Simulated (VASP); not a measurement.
# Si4Cl (P6/mmm) in VASP: further runs

Si4Cl is run at these levels: PBE; tasks: single point.

Program: VASP 6.6.1. These are calculated values, not measurements. Logs are shortened: lines on timing, memory, paths and dates and some standing lists are left out, and cuts for length are marked.

## (1) The cell of the first run

The structure is hexagonal, space group P6/mmm (No. 191). Conventional cell: a = 4.319 Å, b = 4.319 Å, c = 6.654 Å, α = 90.00°, β = 90.00°, γ = 120.00°. Within 3.3 Å of Si (site symmetry -6m2) lie 9 Si at 2.49 to 3.06 Å. Within 2.1 Å of Si (site symmetry 6mm) lie 1 Cl at 1.55 Å. Within 2.1 Å of Cl (site symmetry 6/mmm) lie 2 Si at 1.55 Å.

## (2) Single point, PBE

File INCAR:

```
SYSTEM = Si4Cl
PREC = Accurate
ENCUT = 520
EDIFF = 1E-7
ISMEAR = 0
SIGMA = 0.1
LREAL = .False.
LASPH = .True.
NELM = 60
ALGO = Normal
ISIF = 2
LWAVE = .False.
LCHARG = .False.
GGA = PE
NBANDS = 20
```

File KPOINTS:

```
Automatic mesh
0
Gamma
  6 6 4
  0 0 0
```

File POSCAR:

```
Si4Cl
1.0
    4.3188235600      0.0000000000      0.0000000000
   -2.1594117800      3.7402109200      0.0000000000
    0.0000000000      0.0000000000      6.6544041400
Si Cl
4 1
Direct
    0.3333333300      0.6666666700      0.0000000000
    0.6666666700      0.3333333300      0.0000000000
    0.0000000000      0.0000000000      0.7326636600
    0.0000000000      0.0000000000      0.2673363400
    0.0000000000      0.0000000000      0.5000000000
```

Potentials or basis: VASP PAW PBE potentials, release 64 (Si, Cl).

Command:

```
$ cat potpaw_PBE.64/Si/POTCAR potpaw_PBE.64/Cl/POTCAR > POTCAR
$ mpirun -np 1 vasp_std > vasp.out
```

OUTCAR:

```text
SYSTEM = Si4Cl
   PREC = Accurate
   ENCUT = 520
   EDIFF = 1E-7
   ISMEAR = 0
   LREAL = .False.
   LASPH = .True.
   NELM = 60
   ISIF = 2
   GGA = PE

 ion  position               nearest neighbor table
   1  0.333  0.667  0.000-   2 2.49   2 2.49   2 2.49   4 3.06   3 3.06   4 3.06   3 3.06   4 3.06
                             3 3.06
   2  0.667  0.333  0.000-   1 2.49   1 2.49   1 2.49   4 3.06   3 3.06   3 3.06   4 3.06   3 3.06
                             4 3.06
   3  0.000  0.000  0.733-   5 1.55   2 3.06   1 3.06   2 3.06   1 3.06   2 3.06   1 3.06   4 3.10

   4  0.000  0.000  0.267-   5 1.55   2 3.06   1 3.06   2 3.06   1 3.06   2 3.06   1 3.06   3 3.10

   5  0.000  0.000  0.500-   3 1.55   4 1.55

  LATTYP: Found a hexagonal cell.
 ALAT       =     4.3188235600
 C/A-ratio  =     1.5407909232

  Lattice vectors:

 A1 = (   4.3188235600,   0.0000000000,   0.0000000000)
 A2 = (  -2.1594117800,   3.7402109200,   0.0000000000)
 A3 = (   0.0000000000,   0.0000000000,   6.6544041400)

Analysis of symmetry for initial positions (statically):
=====================================================================
 Subroutine PRICEL returns:
 Original cell was already a primitive cell.

 Routine SETGRP: Setting up the symmetry group for a
 hexagonal supercell.

 Subroutine GETGRP returns: Found 24 space group operations
 (whereof 24 operations were pure point group operations)
 out of a pool of 24 trial point group operations.

The static configuration has the point symmetry D_6h.

Analysis of symmetry for dynamics (positions and initial velocities):
=====================================================================
 Subroutine PRICEL returns:
 Original cell was already a primitive cell.

 Routine SETGRP: Setting up the symmetry group for a
 hexagonal supercell.

 Subroutine GETGRP returns: Found 24 space group operations
 (whereof 24 operations were pure point group operations)
 out of a pool of 24 trial point group operations.

The dynamic configuration has the point symmetry D_6h.

 Subroutine INISYM returns: Found 24 space group operations
 (whereof 24 operations are pure point group operations),
 and found     1 'primitive' translations

----------------------------------------------------------------------------------------

                                     Primitive cell

  volume of cell :     107.4907

  direct lattice vectors                    reciprocal lattice vectors
     4.318823560  0.000000000  0.000000000     0.231544537  0.133682300  0.000000000
    -2.159411780  3.740210920  0.000000000     0.000000000  0.267364601  0.000000000
     0.000000000  0.000000000  6.654404140     0.000000000  0.000000000  0.150276415

  length of vectors
     4.318823560  4.318823562  6.654404140     0.267364601  0.267364601  0.150276415

  position of ions in fractional coordinates (direct lattice)
     0.333333330  0.666666670  0.000000000
     0.666666670  0.333333330  0.000000000
     0.000000000  0.000000000  0.732663660
     0.000000000  0.000000000  0.267336340
     0.000000000  0.000000000  0.500000000

  ion indices of the primitive-cell ions
   primitive index   ion index
                 1           1
                 2           2
                 3           3
                 4           4
                 5           5

----------------------------------------------------------------------------------------

 KPOINTS: Automatic mesh

Automatic generation of k-mesh.
 Grid dimensions read from file:
 generate k-points for:    6    6    4

 Generating k-lattice:

  Cartesian coordinates                     Fractional coordinates (reciprocal lattice)
     0.038590756  0.022280383  0.000000000     0.166666667 -0.000000000  0.000000000
     0.000000000  0.044560767  0.000000000     0.000000000  0.166666667  0.000000000
     0.000000000  0.000000000  0.037569104     0.000000000  0.000000000  0.250000000

  Length of vectors
     0.044560767  0.044560767  0.037569104

  Shift w.r.t. Gamma in fractional coordinates (k-lattice)
     0.000000000  0.000000000  0.000000000

 Subroutine IBZKPT returns following result:
 ===========================================

 Found     21 irreducible k-points:

 Following reciprocal coordinates:
            Coordinates               Weight
  0.000000  0.000000  0.000000      1.000000
  0.166667 -0.000000  0.000000      6.000000
  0.333333 -0.000000  0.000000      6.000000
  0.500000 -0.000000  0.000000      3.000000
  0.166667  0.166667  0.000000      6.000000
  0.333333  0.166667  0.000000     12.000000
[... 13 lines left out ...]
  0.333333  0.166667  0.500000     12.000000
  0.333333  0.333333  0.500000      2.000000
   k-points           NKPTS =     21   k-points in BZ     NKDIM =     21   number of bands    NBANDS=     20
   number of dos      NEDOS =    301   number of ions     NIONS =      5
   total plane-waves  NPLWV =  51200
   dimension x,y,z NGX =    32 NGY =   32 NGZ =   50
   dimension x,y,z NGXF=    64 NGYF=   64 NGZF=  100
   ions per type =               4   1
   NGX,Y,Z   is equivalent  to a cutoff of  12.32, 12.32, 12.49 a.u.
   NGXF,Y,Z  is equivalent  to a cutoff of  24.64, 24.64, 24.98 a.u.
 SYSTEM =  Si4Cl
   PREC   = accura    normal or accurate (medium, high low for compatibility)
   ISTART =      0    job   : 0-new  1-cont  2-samecut
   ICHARG =      2    charge: 1-file 2-atom 10-const
   ISPIN  =      1    spin polarized calculation?
   LNONCOLLINEAR =      F non collinear calculations
   LSORBIT =      F    spin-orbit coupling
   LASPH  =      T    aspherical Exc in radial PAW
   ENCUT  =  520.0 eV  38.22 Ry    6.18 a.u.   8.03  8.03 12.37*2*pi/ulx,y,z
   NELM   =     60;   NELMIN=  2; NELMDL= -5     # of ELM steps
   EDIFF  = 0.1E-06   stopping-criterion for ELM
   LREAL  =      F    real-space projection
   EDIFFG = 0.1E-05   stopping-criterion for IOM
   NSW    =      0    number of steps for IOM
   IBRION =     -1    ionic relax: 0-MD 1-quasi-New 2-CG
   NFREE  =      0    steps in history (QN), initial steepest desc. (CG)
   ISIF   =      2    stress and relaxation
   ISYM   =      2    0-nonsym 1-usesym 2-fastsym
   POTIM  = 0.5000    time-step for ionic-motion
   TEBEG  =    0.0;   TEEND  =   0.0 temperature during run
   PSTRESS=    0.0 pullay stress
   NELECT =      23.0000    total number of electrons
   NUPDOWN=      -1.0000    fix difference up-down
   EMIN   =  10.00;   EMAX   =-10.00  energy-range for DOS
   EFERMI =   0.00;   METHOD = LEGACY
   ISMEAR =     0;   SIGMA  =   0.10  broadening in eV -4-tet -1-fermi 0-gaus
   EFERMI_NEDOS =   21; number of points for ismear=-14 and -15
   IALGO  =     38    algorithm
   IMIX   =      4    mixing-type and parameters
     AMIX     =   0.40;   BMIX     =  1.00
     AMIX_MAG =   1.60;   BMIX_MAG =  1.00
  volume/ion in A,a.u.               =      21.50       145.08
  Fermi-wavevector in a.u.,A,eV,Ry     =   0.979175  1.850373 13.045057  0.958785
  Thomas-Fermi vector in A             =   2.110008
   LORBIT       =      0    0 simple, 1 ext, 2 COOP (PROOUT), +10 PAW based schemes
   GGA     = PE    functional components
   LHFCALC =     F    Hartree Fock is set to
   AEXX    =    0.0000 exact exchange contribution
   IVDW    =     0    specifies the selected vdW correction
   LEPSILON=     F    determine dielectric tensor
   LRPA    =     F    only Hartree local field effects (RPA)
 non-spin polarized calculation
 Gauss-broadening in eV      SIGMA  =   0.10
  energy-cutoff  :      520.00
  volume of cell :      107.49
 maximum number of plane-waves:      2928
   NGX = 17   NGY = 17   NGZ = 25

 number of electron      22.9999997 magnetization

 Free energy of the ion-electron system (eV)
  ---------------------------------------------------
  ext. energy  EPLUGINS =         0.00000000
  ---------------------------------------------------
  free energy    TOTEN  =        -6.95031804 eV

  energy without entropy =       -6.92081180  energy(sigma->0) =       -6.93556492

 E-fermi :   5.8644     XC(G=0):  -8.9422

 val. band max:        5.8487427110   @ k =   0.1667  -0.0000   0.2500
 cond. band min:       5.8795992765   @ k =   0.1667   0.1667   0.2500
 fundamental gap:      0.0308565655
 Fermi energy:         5.8643867175

 k-point     1 :       0.0000    0.0000    0.0000
  band No.  band energies     occupation
      1     -17.1384      2.00000
      2      -8.5232      2.00000
      3      -5.5766      2.00000
      4      -3.5549      2.00000
      5      -3.5549      2.00000
      6       0.2756      2.00000
[... 12 lines left out ...]
     19      10.6728      0.00000
     20      10.6728      0.00000

 k-point     2 :       0.1667   -0.0000    0.0000
  band No.  band energies     occupation
      1     -17.1286      2.00000
      2      -8.5031      2.00000
      3      -5.3201      2.00000
      4      -3.6525      2.00000
      5      -3.5839      2.00000
      6       0.4698      2.00000
[... 12 lines left out ...]
     19      10.2867      0.00000
     20      10.9412      0.00000

 k-point     3 :       0.3333   -0.0000    0.0000
  band No.  band energies     occupation
      1     -17.1089      2.00000
      2      -8.4626      2.00000
      3      -4.6393      2.00000
      4      -3.7414      2.00000
      5      -3.6410      2.00000
      6      -1.0699      2.00000
[... 12 lines left out ...]
     19      11.0851      0.00000
     20      11.3971      0.00000

 k-point     4 :       0.5000   -0.0000    0.0000
  band No.  band energies     occupation
      1     -17.0990      2.00000
      2      -8.4422      2.00000
      3      -4.2917      2.00000
      4      -3.6690      2.00000
      5      -3.0687      2.00000
      6      -2.7036      2.00000
[... 360 lines left out ...]
 k-point    20 :       0.3333    0.1667    0.5000
  band No.  band energies     occupation
      1     -17.0981      2.00000
      2      -8.4755      2.00000
      3      -3.9914      2.00000
      4      -3.7295      2.00000
      5      -3.6278      2.00000
      6      -1.8583      2.00000
[... 12 lines left out ...]
     19      11.6083      0.00000
     20      11.8092      0.00000

 k-point    21 :       0.3333    0.3333    0.5000
  band No.  band energies     occupation
      1     -17.0932      2.00000
      2      -8.4594      2.00000
      3      -3.8992      2.00000
      4      -3.8992      2.00000
      5      -2.6269      2.00000
      6      -2.6269      2.00000
[... 12 lines left out ...]
     19      11.2867      0.00000
     20      11.4729      0.00000

------------------------ aborting loop because EDIFF is reached ----------------------------------------

  FORCE on cell =-STRESS in cart. coord.  units (eV):
  Direction    XX          YY          ZZ          XY          YZ          ZX
  --------------------------------------------------------------------------------------
  -------------------------------------------------------------------------------------
  Total       -2.4106039     -2.4106039     91.2282993      0.0000000      0.0000000      0.0000000
  in kB      -35.9307020    -35.9307020   1359.7824513      0.0000000      0.0000000      0.0000000
  external PRESSURE =     429.3070158 kB  Pullay stress =       0.0000000 kB

 VOLUME and BASIS-vectors are now :
 -----------------------------------------------------------------------------
  energy-cutoff  :      520.00
  volume of cell :      107.49
      direct lattice vectors                 reciprocal lattice vectors
     4.318823560  0.000000000  0.000000000     0.231544537  0.133682300  0.000000000
    -2.159411780  3.740210920  0.000000000     0.000000000  0.267364601  0.000000000
     0.000000000  0.000000000  6.654404140     0.000000000  0.000000000  0.150276415

 POSITION                                       TOTAL-FORCE (eV/Angst)
 -----------------------------------------------------------------------------------
     -0.00000      2.49347      0.00000         0.000000     -0.000000      0.000000
      2.15941      1.24674      0.00000        -0.000000      0.000000     -0.000000
      0.00000      0.00000      4.87544         0.000000     -0.000000     31.517845
      0.00000      0.00000      1.77896         0.000000      0.000000    -31.517845
      0.00000      0.00000      3.32720         0.000000     -0.000000      0.000000
 -----------------------------------------------------------------------------------
    total drift:                                0.000000     -0.000000      0.000000

  FREE ENERGIE OF THE ION-ELECTRON SYSTEM (eV)
  ---------------------------------------------------
  free  energy   TOTEN  =        -6.9503180365 eV

  energy  without entropy=       -6.9208118038  energy(sigma->0) =       -6.93556492
```

Run time: 18 s. Hardware: 1 thread of Intel Xeon 6975P-C (Granite Rapids), shared host; peak memory 0.22 GiB.

What came out:

```
Free energy   : -6.9503 eV
Pressure      : 42.9 GPa
Largest force : 31.518 eV/Å
```

Forces on the atoms (eV/Å):
```
Si    0.000   0.000   0.000
Si    0.000   0.000   0.000
Si    0.000   0.000  31.518
Si    0.000   0.000 -31.518
Cl    0.000   0.000   0.000
```

Levels at points of the mesh, in eV from the Fermi level:
```csv
k point,band 7,band 8,band 9,band 10,band 11,band 12,band 13,band 14,band 15,band 16
"(0.00, 0.00, 0.00)",-2.88,-2.36,-2.36,-1.65,-0.68,-0.68,-0.46,-0.46,0.30,2.67
"(0.50, 0.00, 0.00)",-4.05,-3.97,-3.87,-3.66,-1.25,0.89,1.18,1.81,2.32,3.24
"(0.00, 0.00, 0.50)",-2.34,-2.34,-1.70,-1.66,-1.66,-1.64,1.09,2.02,2.18,2.18
"(0.50, 0.00, 0.50)",-4.73,-4.16,-3.59,-2.79,-1.16,0.15,0.48,1.56,2.29,3.94
```

Caveat: an odd number of electrons without spin polarisation forces a metal; a magnetic or distorted state may lie lower.

## (3) Single point, PBE

This run uses another cell than the first one, of 22.44 Å³/atom, 1.044 times its volume.

File INCAR:

```
SYSTEM = Si4Cl
ALGO = Normal
EDIFF = 1E-6
ENCUT = 520
GGA = PE
ISIF = 2
ISMEAR = 0
LASPH = .True.
LCHARG = .False.
LREAL = .False.
LWAVE = .False.
NBANDS = 20
NELM = 100
PREC = Accurate
SIGMA = 0.1
```

File KPOINTS:

```
k-points
0
Gamma
  6 6 4
  0 0 0
```

File POSCAR:

```
Si4Cl
1.0
    4.1941741110      0.0000000000      0.0000000000
   -2.0970870555      3.6322613280      0.0000000000
    0.0000000000      0.0000000000      7.3652752782
Si Cl
4 1
Direct
    0.3333333333      0.6666666667      0.0000000000
    0.6666666667      0.3333333333      0.0000000000
    0.0000000000      0.0000000000      0.8266112640
    0.0000000000      0.0000000000      0.1733887360
    0.0000000000      0.0000000000      0.5000000000
```

Potentials or basis: VASP PAW PBE potentials, release 64 (Si, Cl).

Command:

```
$ cat potpaw_PBE.64/Si/POTCAR potpaw_PBE.64/Cl/POTCAR > POTCAR
$ mpirun -np 1 vasp_std > vasp.out
```

Run time: 19 s. Hardware: 1 thread of Intel Xeon 6975P-C (Granite Rapids), shared host; peak memory 0.22 GiB.

Results (log left out):

```yaml
Free_energy: -21.5976 eV
Pressure: -0.1 GPa
Largest_force: 0.035 eV/Å
```

Forces in eV/Å, atoms in the order of the input:
```
Si   0.000  0.000  0.000
Si   0.000  0.000  0.000
Si   0.000  0.000  0.035
Si   0.000  0.000 -0.035
Cl   0.000  0.000  0.000
```

Stress tensor (GPa, compression positive):
```
-0.18  0.00  0.00
 0.00 -0.18  0.00
 0.00  0.00  0.09
```

Levels at points of the mesh, in eV from the Fermi level:
| k point | band 9 | band 10 | band 11 | band 12 | band 13 | band 14 | band 15 | band 16 |
| --- | --- | --- | --- | --- | --- | --- | --- | --- |
| (0.00, 0.00, 0.00) | -3.12 | -2.70 | -2.70 | -1.44 | -1.27 | 1.19 | 1.19 | 3.04 |
| (0.50, 0.00, 0.00) | -3.54 | -3.40 | -1.15 | -0.03 | 1.20 | 2.72 | 3.50 | 4.54 |
| (0.00, 0.00, 0.50) | -3.02 | -3.02 | -2.61 | -1.27 | 0.79 | 0.92 | 1.67 | 1.67 |
| (0.50, 0.00, 0.50) | -3.68 | -3.15 | 0.43 | 0.66 | 1.56 | 1.93 | 3.06 | 4.27 |

Caveat: an odd number of electrons without spin polarisation forces a metal; a magnetic or distorted state may lie lower.

## (4) Single point, PBE

This run uses another cell than the first one, of 22.40 Å³/atom, 1.042 times its volume.

File INCAR:

```
SYSTEM = Si4Cl
  ALGO = Normal
  EDIFF = 1E-6
  ENCUT = 520
  GGA = PE
  ISIF = 2
  ISMEAR = 0
  LASPH = .TRUE.
  LCHARG = .TRUE.
  LELF = .TRUE.
  LREAL = .FALSE.
  LVHAR = .TRUE.
  LWAVE = .FALSE.
  NBANDS = 20
  NELM = 80
  PREC = Accurate
  SIGMA = 0.1
```

File KPOINTS:

```
k-points
0
G
  12 12 6
  0 0 0
```

File POSCAR:

```
Si4Cl
1.0
    4.1690635515      0.0000000000      0.0000000000
   -2.0845317758      3.6105149456      0.0000000000
    0.0000000000      0.0000000000      7.4407519554
Si Cl
4 1
Direct
    0.3333333333      0.6666666667      0.0000000000
    0.6666666667      0.3333333333      0.0000000000
    0.0000000000      0.0000000000      0.8244080244
    0.0000000000      0.0000000000      0.1755919756
    0.0000000000      0.0000000000      0.5000000000
```

Command:

```
$ cat potpaw_PBE.64/Si/POTCAR potpaw_PBE.64/Cl/POTCAR > POTCAR
$ mpirun -np 1 vasp_std > vasp.out
```

Wall time 58 s (1 thread of Intel Xeon 6975P-C (Granite Rapids), shared host); peak memory 0.3 GiB.

Results (log left out):

| Quantity | Value |
| --- | --- |
| Free energy | -21.5183 eV |
| Pressure | 0.0 GPa |

Levels at points of the mesh, in eV from the Fermi level:
| k point | band 8 | band 9 | band 10 | band 11 | band 12 | band 13 | band 14 | band 15 |
| --- | --- | --- | --- | --- | --- | --- | --- | --- |
| (0.00, 0.00, 0.00) | -2.95 | -2.95 | -2.45 | -2.45 | -1.18 | -0.99 | 1.36 | 1.36 |
| (0.50, 0.00, 0.00) | -3.94 | -3.31 | -3.29 | -1.04 | 0.12 | 1.36 | 2.75 | 3.69 |
| (0.00, 0.00, 0.50) | -2.94 | -2.75 | -2.75 | -2.26 | -0.99 | 0.84 | 1.02 | 1.82 |
| (0.50, 0.00, 0.50) | -4.55 | -3.43 | -3.03 | 0.56 | 0.82 | 1.62 | 1.97 | 3.23 |

Caveat: an odd number of electrons without spin polarisation forces a metal; a magnetic or distorted state may lie lower.

## (5) Summary

| cell | k mesh | gap on the mesh (eV) | pressure (GPa) | largest force (eV/Å) |
| --- | --- | --- | --- | --- |
| a = 4.319, b = 4.319, c = 6.654 Å, angles 90.0, 90.0, 120.0°, 5 atoms | 6 × 6 × 4 | none | 42.9 | 31.52 |
| a = 4.194, b = 4.194, c = 7.365 Å, angles 90.0, 90.0, 120.0°, 5 atoms | 6 × 6 × 4 | none | -0.1 | 0.03 |
| a = 4.169, b = 4.169, c = 7.441 Å, angles 90.0, 90.0, 120.0°, 5 atoms | 12 × 12 × 6 | none | 0.0 | - |

Alike in all rows: task single point; level PBE; potentials or basis VASP PAW PBE potentials, release 64 (Si, Cl); no spin polarisation; cutoff (eV) 520; smearing gaussian 0.1 eV.

Caveats: an odd number of electrons without spin polarisation forces a metal; a magnetic or distorted state may lie lower.

Total energies depend on the potentials used, so only differences within one code and one set of settings carry meaning.
